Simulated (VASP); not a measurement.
# InSb3 (R-3m) in VASP: notebook, part 2 of 2

VASP 6.6.1. The steps go on from the part before.

### Step 4. Single point, PBE

This run uses another cell than the first one, of 25.35 Å³/atom.

INCAR reads:

```
SYSTEM = InSb3
PREC     = Accurate       ! precision mode
ENCUT    = 520            ! plane-wave cutoff, eV
EDIFF    = 1E-7           ! SCF threshold, eV
ISMEAR   = 0              ! smearing method
SIGMA    = 0.15           ! smearing width, eV
LREAL    = .False.        ! projectors in reciprocal space
LASPH    = .True.         ! aspherical terms in the spheres
NELM     = 100            ! most SCF steps
ALGO     = Normal         ! electronic algorithm
ISIF     = 2              ! what is computed and relaxed
LWAVE    = .False.        ! write WAVECAR
LCHARG   = .False.        ! write CHGCAR
GGA      = PE             ! functional
NBANDS   = 22             ! bands
```

KPOINTS reads:

```
regular mesh
0
Gamma
  8 8 8
  0 0 0
```

POSCAR reads:

```
InSb3
1.0
    4.6694468200     -0.1684851945     -0.1684851945
   -0.1684851945      4.6694468200     -0.1684851945
   -0.1684851945     -0.1684851945      4.6694468200
In Sb
1 3
Direct
    0.0000000000      0.0000000000      0.0000000000
    0.5000000000      0.0000000000      0.5000000000
    0.0000000000      0.5000000000      0.5000000000
    0.5000000000      0.5000000000      0.0000000000
```

Potentials or basis: VASP PAW PBE potentials, release 64 (In_d, Sb).

Command:

```bash
> cat potpaw_PBE.64/In_d/POTCAR potpaw_PBE.64/Sb/POTCAR > POTCAR
> mpirun -np 1 vasp_std > vasp.out
```

OUTCAR:

```text
SYSTEM = InSb3
   PREC = Accurate
   ENCUT = 520
   EDIFF = 1E-7
   ISMEAR = 0
   LREAL = .False.
   LASPH = .True.
   NELM = 100
   ISIF = 2
   GGA = PE

 ion  position               nearest neighbor table
   1  0.000  0.000  0.000-   2 3.19   3 3.19   4 3.19   3 3.19   2 3.19   4 3.19   4 3.42   2 3.42
                             2 3.42   4 3.42   3 3.42   3 3.42
   2  0.500  0.000  0.500-   1 3.19   3 3.19   4 3.19   4 3.19   1 3.19   3 3.19   4 3.42   1 3.42
                             1 3.42   3 3.42   4 3.42   3 3.42
   3  0.000  0.500  0.500-   1 3.19   2 3.19   4 3.19   1 3.19   4 3.19   2 3.19   2 3.42   1 3.42
                             2 3.42   4 3.42   4 3.42   1 3.42
   4  0.500  0.500  0.000-   1 3.19   2 3.19   3 3.19   2 3.19   3 3.19   1 3.19   2 3.42   2 3.42
                             1 3.42   3 3.42   3 3.42   1 3.42

  LATTYP: Found a trigonal (rhomboedric) cell.
 ALAT       =     4.6755222303
 COS(alpha) =    -0.0706789633

  Lattice vectors:

 A1 = (   4.6694468200,  -0.1684851945,  -0.1684851945)
 A2 = (  -0.1684851945,   4.6694468200,  -0.1684851945)
 A3 = (  -0.1684851945,  -0.1684851945,   4.6694468200)

Analysis of symmetry for initial positions (statically):
=====================================================================
 Subroutine PRICEL returns:
[... 171 lines left out ...]
  free energy    TOTEN  =       -13.98493582 eV

  energy without entropy =      -13.95707975  energy(sigma->0) =      -13.97100779

 E-fermi :   8.9598     XC(G=0): -10.4627

 val. band max:        8.9564178832   @ k =   0.5000   0.1250   0.0000
 cond. band min:       8.9712219377   @ k =  -0.3750   0.5000   0.1250
 fundamental gap:      0.0148040545
 Fermi energy:         8.9597909576

 k-point     1 :       0.0000    0.0000    0.0000
  band No.  band energies     occupation
      1      -5.6650      2.00000
      2      -5.6650      2.00000
      3      -5.6343      2.00000
      4      -5.6343      2.00000
      5      -5.6304      2.00000
      6      -3.8811      2.00000
[... 589 lines left out ...]
     21      13.8442      0.00000
     22      14.8092      0.00000

 [... further k-points ...]
[... 5 lines left out ...]
  --------------------------------------------------------------------------------------
  -------------------------------------------------------------------------------------
  Total        4.0866852      4.0866852      4.0866852      0.7440302      0.7440302      0.7440302
  in kB       64.5692935     64.5692935     64.5692935     11.7556172     11.7556172     11.7556172
  external PRESSURE =      64.5692935 kB  Pullay stress =       0.0000000 kB

 VOLUME and BASIS-vectors are now :
 -----------------------------------------------------------------------------
  energy-cutoff  :      520.00
  volume of cell :      101.40
      direct lattice vectors                 reciprocal lattice vectors
     4.669446820 -0.168485194 -0.168485194     0.214738216  0.008038329  0.008038329
    -0.168485194  4.669446820 -0.168485194     0.008038329  0.214738216  0.008038329
    -0.168485194 -0.168485194  4.669446820     0.008038329  0.008038329  0.214738216

 POSITION                                       TOTAL-FORCE (eV/Angst)
 -----------------------------------------------------------------------------------
      0.00000      0.00000      0.00000         0.000000     -0.000000      0.000000
      2.25048     -0.16849      2.25048        -0.000000     -0.000000      0.000000
     -0.16849      2.25048      2.25048        -0.000000      0.000000      0.000000
      2.25048      2.25048     -0.16849         0.000000      0.000000      0.000000
 -----------------------------------------------------------------------------------
    total drift:                               -0.000000     -0.000000     -0.000000

  FREE ENERGIE OF THE ION-ELECTRON SYSTEM (eV)
  ---------------------------------------------------
  free  energy   TOTEN  =       -13.9849358200 eV

  energy  without entropy=      -13.9570797521  energy(sigma->0) =      -13.97100779
```

OSZICAR:

```text
N       E                     dE             d eps       ncg     rms          rms(c)
DAV:   1     0.195122658004E+03    0.19512E+03   -0.11088E+04  2868   0.120E+03
DAV:   2     0.271435486755E+01   -0.19241E+03   -0.18565E+03  3140   0.299E+02
DAV:   3    -0.134504409007E+02   -0.16165E+02   -0.15539E+02  3582   0.878E+01
DAV:   4    -0.140034023319E+02   -0.55296E+00   -0.55003E+00  3296   0.169E+01
DAV:   5    -0.140274526078E+02   -0.24050E-01   -0.24046E-01  4210   0.370E+00    0.419E+00
DAV:   6    -0.139955901498E+02    0.31862E-01   -0.51100E-02  3522   0.319E+00    0.237E+00
DAV:   7    -0.139853423403E+02    0.10248E-01   -0.24788E-02  3854   0.174E+00    0.212E-01
DAV:   8    -0.139849257235E+02    0.41662E-03   -0.25346E-03  3358   0.642E-01    0.752E-02
DAV:   9    -0.139849360710E+02   -0.10348E-04   -0.15387E-04  3316   0.914E-02    0.216E-02
DAV:  10    -0.139849361692E+02   -0.98186E-07   -0.80071E-06  4254   0.197E-02    0.107E-02
DAV:  11    -0.139849357884E+02    0.38084E-06   -0.11491E-06  3660   0.108E-02    0.715E-04
DAV:  12    -0.139849358200E+02   -0.31575E-07   -0.41159E-08  2036   0.249E-03
   1 F= -.13984936E+02 E0= -.13971008E+02  d E =-.278561E-01
```

It took 2.6 min on 1 thread of Intel Xeon 8259CL, shared host; peak memory 0.29 GiB.

What came out:

| Item | Value |
| --- | --- |
| Free energy | -13.9849 eV |
| Pressure | 6.5 GPa |
| Band gap on the k mesh | zero (bands 14 and 15 overlap by 4.36 eV) |

Levels at points of the mesh, in eV from the Fermi level:
| k point | band 10 | band 11 | band 12 | band 13 | band 14 | band 15 | band 16 | band 17 | band 18 | band 19 |
| --- | --- | --- | --- | --- | --- | --- | --- | --- | --- | --- |
| (0.00, 0.00, 0.00) | -4.82 | -4.52 | -3.55 | -0.41 | 0.39 | 0.39 | 2.16 | 2.16 | 2.87 | 4.27 |
| (0.50, 0.00, 0.00) | -3.52 | -2.59 | -2.48 | -1.96 | -1.18 | -0.93 | 1.58 | 2.44 | 2.72 | 3.23 |
| (0.50, 0.50, 0.00) | -2.67 | -2.08 | -1.60 | -1.46 | -1.20 | -1.19 | 0.31 | 1.25 | 3.23 | 4.50 |
| (0.50, 0.50, 0.50) | -5.61 | -5.61 | -5.17 | -4.81 | 3.17 | 3.17 | 4.20 | 4.66 | 4.66 | 6.65 |

Caveat: the cell stands under pressure; spin-orbit coupling is left out, which moves the levels of the heavy elements.

### Step 5. Overview

```tsv
cell	gap on the mesh (eV)	pressure (GPa)
a = 4.961 Å, angles 87.4°, 4 atoms	none	-3.5
a = 4.676 Å, angles 85.8°, 4 atoms	none	6.6
a = 4.676 Å, angles 94.1°, 4 atoms	none	6.5
```

Alike in all rows: task single point; level PBE; potentials or basis VASP PAW PBE potentials, release 64 (In_d, Sb); no spin polarisation; k mesh 8 × 8 × 8; cutoff (eV) 520; smearing gaussian 0.15 eV.

Caveats: spin-orbit coupling is left out, which moves the levels of the heavy elements; the cell stands under pressure (at least some runs); the cell stands under tension (at least some runs).

Absolute energies hang on the potentials; compare differences alone.
